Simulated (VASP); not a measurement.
A run of VASP 6.6.1:

File POSCAR:

```
Mo
1.0
    2.8000000000      0.0000000000      0.0000000000
   -1.4000000000      2.4248711306      0.0000000000
    0.0000000000      0.0000000000      4.5724000000
Mo
2
Direct
    0.3333333333      0.6666666667      0.2500000000
    0.6666666667      0.3333333333      0.7500000000
```

The input INCAR.step1:

```
ALGO = Normal
EDIFF = 1E-4
ENCUT = 600
GGA = PE
ISMEAR = -1
LASPH = True
LCHARG = False
LREAL = False
LWAVE = True
NELM = 100
PREC = Accurate
SIGMA = 0.1
```

INCAR.step2

```
ALGO = Normal
EDIFF = 1E-6
EDIFFG = -0.01
ENCUT = 600
IBRION = 2
ISIF = 3
ISMEAR = -1
ISTART = 1
LASPH = True
LCHARG = False
LMIXTAU = True
LREAL = False
LWAVE = False
METAGGA = R2SCAN
NELM = 100
NSW = 80
PREC = Accurate
PSTRESS = 50.0
SIGMA = 0.1
```

The input KPOINTS:

```
k-points
0
Gamma
  7 7 4
```

Potentials or basis: VASP PAW PBE potentials, release 64 (Mo_sv).

The run is started by

```sh
$ cat potpaw_PBE.64/Mo_sv/POTCAR > POTCAR
$ cp INCAR.step1 INCAR
$ mpirun -np 1 vasp_std > vasp.out
$ cp INCAR.step2 INCAR
$ mpirun -np 1 vasp_std > vasp.out
```

Hardware: 1 thread of Intel(R) Xeon(R) 6975P-C (Granite Rapids), with other jobs on the host.

**Question.** Estimate the wall time of this run.

**Answer.** It took 6 min on 1 thread of Intel(R) Xeon(R) 6975P-C (Granite Rapids), with other jobs on the host, peak memory 0.17 GiB. Counts: k points 24, ion steps 20.
